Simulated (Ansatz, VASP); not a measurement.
# GaSb: VASP beside Ansatz

File POSCAR:

```
GaSb
1.0
    0.0000000000      3.0045612220      3.0045612220
    3.0045612220      0.0000000000      3.0045612220
    3.0045612220      3.0045612220      0.0000000000
Ga Sb
1 1
Direct
    0.0000000000      0.0000000000      0.0000000000
    0.2500000000      0.2500000000      0.2500000000
```

The input INCAR.step1:

```
ALGO     = Normal         # electronic algorithm
EDIFF    = 1E-4           # SCF threshold, eV
ENCUT    = 520            # plane-wave cutoff, eV
GGA      = PE             # functional
ISMEAR   = 0              # smearing method
LASPH    = T              # aspherical terms in the spheres
LCHARG   = F              # write CHGCAR
LREAL    = F              # projectors in reciprocal space
LWAVE    = T              # write WAVECAR
NBANDS   = 16             # bands
NELM     = 80             # most SCF steps
PREC     = Accurate       # precision mode
SIGMA    = 0.01           # smearing width, eV
```

The input INCAR.step2:

```
ALGO     = Normal         # electronic algorithm
EDIFF    = 1E-6           # SCF threshold, eV
ENCUT    = 520            # plane-wave cutoff, eV
ISIF     = 2              # what is computed and relaxed
ISMEAR   = 0              # smearing method
ISTART   = 1            
LASPH    = T              # aspherical terms in the spheres
LCHARG   = F              # write CHGCAR
LMIXTAU  = T            
LREAL    = F              # projectors in reciprocal space
LWAVE    = F              # write WAVECAR
METAGGA  = R2SCAN         # meta-GGA
NBANDS   = 16             # bands
NELM     = 80             # most SCF steps
PREC     = Accurate       # precision mode
SIGMA    = 0.01           # smearing width, eV
```

File KPOINTS:

```
k-points
0
Gamma
  8 8 8
```

Input for Ansatz:

```yaml
crystal:
  lattice:
    - [0.0, 3.004561222, 3.004561222]
    - [3.004561222, 0.0, 3.004561222]
    - [3.004561222, 3.004561222, 0.0]
  atoms:
    - { symbol: Ga, position: [0.0, 0.0, 0.0] }
    - { symbol: Sb, position: [0.25, 0.25, 0.25] }
kpoints:
  mp_grid: { grid: [8, 8, 8] }
  band_path:
    path:
      - [0.0, 0.0, 0.0]
      - [-0.5, -0.5, 0.0]
      - [-0.375, -0.375, 0.25]
      - [-0.375, 0.0, 0.375]
      - [0.0, 0.0, 0.5]
      - [-0.5, -0.25, 0.25]
    npoints: 1
hamiltonian:
  xc: r2scan
scf:
  occupations: { method: fixed }
  n_extra_bands: 4
output:
  forces: true
  stress: true
  eigenvalues: true
```

Change from the starting cell: hydrostatic strain -2.0%.

Alike in both runs: task single point; functional r2SCAN; k mesh 8 × 8 × 8; no spin polarisation.

```csv
,VASP,Ansatz
version,VASP 6.6.1,Ansatz 0.2.0
potentials or method,"VASP PAW PBE potentials, release 64 (Ga_d, Sb)","plane waves, PAW"
plane-wave cutoff (eV),520,500
occupations,"gaussian, width 0.01 eV",fixed
valence electrons in the cell,18,28
```

```tsv
	VASP	Ansatz	Ansatz less VASP
gap on the k mesh at the Fermi level (eV)	0.81	0.83	+0.015
pressure (GPa)	3.9	3.7	-0.12
```

VASP's potentials were made for PBE, not for r2SCAN. VASP's potentials hold 18 valence electrons a cell and Ansatz's 28, so a difference there can come from the potentials and not from the codes.

Neither program's run includes spin-orbit coupling.
